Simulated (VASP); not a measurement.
Wanted: the native input for a VASP 6.6.1 run.

| Property | Result |
| --- | --- |
| Task | electric field gradients |
| Functional | PBEsol |
| Potentials or basis | VASP PAW PBE potentials, release 64 (Ti_sv, B) |
| Cutoff | 520 eV |
| k mesh | 14 × 14 × 11 |
| Occupations | fermi-dirac, width 0.03 eV |
| Spin | no spin polarisation |
| Dipole correction | no |
| Further INCAR settings | ALGO = Normal; EDIFF = 1e-08; NBANDS = 16 |

The structure of TiB2 lies in POSCAR:

```
TiB2
1.0
    3.0392620569      0.0000000000      0.0000000000
   -1.5196310285      2.6320781501      0.0000000000
    0.0000000000      0.0000000000      3.2391256602
Ti B
1 2
Direct
    0.0000000000      0.0000000000      0.0000000000
    0.3333333333      0.6666666667      0.5000000000
    0.6666666667      0.3333333333      0.5000000000
```

This cell differs from its parent crystal: volume scaled by 1.01.

The input as run:

INCAR

```
SYSTEM = TiB2
  PREC = Accurate
  ENCUT = 520
  EDIFF = 1E-8
  ISMEAR = -1
  SIGMA = 0.03
  LREAL = .FALSE.
  LASPH = .TRUE.
  NELM = 60
  ALGO = Normal
  ISIF = 2
  LWAVE = .FALSE.
  LCHARG = .FALSE.
  GGA = PS
  LEFG = .TRUE.
  NBANDS = 16
```

KPOINTS

```
regular mesh
0
G
  14 14 11
  0 0 0
```

Potentials or basis: VASP PAW PBE potentials, release 64 (Ti_sv, B).

The run is started by

```sh
$ cat potpaw_PBE.64/Ti_sv/POTCAR potpaw_PBE.64/B/POTCAR > POTCAR
$ mpirun -np 1 vasp_std > vasp.out
```

It gave:

| Item | Value |
| --- | --- |
| Pressure | -7.2 GPa |
| Band gap on the k mesh | zero (band 9 reaches 10.27 eV, above the bottom of band 10 at 9.64 eV) |

Caveat: without QUAD_EFG the Cq values of the log hold for a quadrupole moment of 1 mb, not for the nuclei; the PAW data sets were made with another functional, which shifts forces and pressure a little.

It took 46 s on 1 thread of Intel(R) Xeon(R) Platinum 8259CL CPU @ 2.50GHz (Skylake/Cascade Lake), on a shared host, peak memory 0.18 GiB.
